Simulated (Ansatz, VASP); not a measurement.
## One calculation of TaN, two programs

```xyz
6
Lattice="5.0236 0.0000 0.0000 -2.5118 4.3505 0.0000 0.0000 0.0000 2.8526" Properties=species:S:1:pos:R:3 pbc="T T T"
Ta    0.0000    2.9003    1.4263
Ta    2.5118    1.4502    1.4263
Ta    0.0000    0.0000    0.0000
N     1.9761    0.0000    0.0000
N     1.5237    2.6392    0.0000
N    -0.9881    1.7114    0.0000
```

Change from the starting cell: strain -0.030 along x and y, -0.015 along z, atoms carried along.

Alike in both runs: task single point; functional PBEsol; k mesh 12 × 12 × 16; occupations gaussian, width 0.15 eV; no spin polarisation.

```csv
,VASP,Ansatz
version,VASP 6.6.1,Ansatz 0.2.0
potentials or method,"VASP PAW PBE potentials, release 64 (Ta_pv, N), cutoff 520 eV","scalar-relativistic, plane waves, PAW"
valence electrons in the cell,48,54
```

|  | VASP | Ansatz | Ansatz less VASP |
| --- | --- | --- | --- |
| gap on the k mesh at the Fermi level (eV) | none | none | - |
| pressure (GPa) | 31.1 | 29.8 | -1.38 |
| traceless stress, the component that is largest in VASP (GPa) | -5.23 | -5.10 | +0.126 |
| rms of the force components (eV/Å) | 0.202 | 0.191 | -0.0109 |

VASP's potentials were made for PBE, not for PBEsol. Atom by atom the forces differ by 0.011 eV/Å (rms over components). A gap of «none» marks a metal or a gap that the smearing closes. Both programs put the cell under a high pressure, so it lies far from rest at this level. With one functional, cell and mesh, what is left measures potentials, basis and numerics. VASP's potentials hold 48 valence electrons a cell and Ansatz's 54, so a difference there can come from the potentials and not from the codes.

Spin-orbit coupling is off throughout.
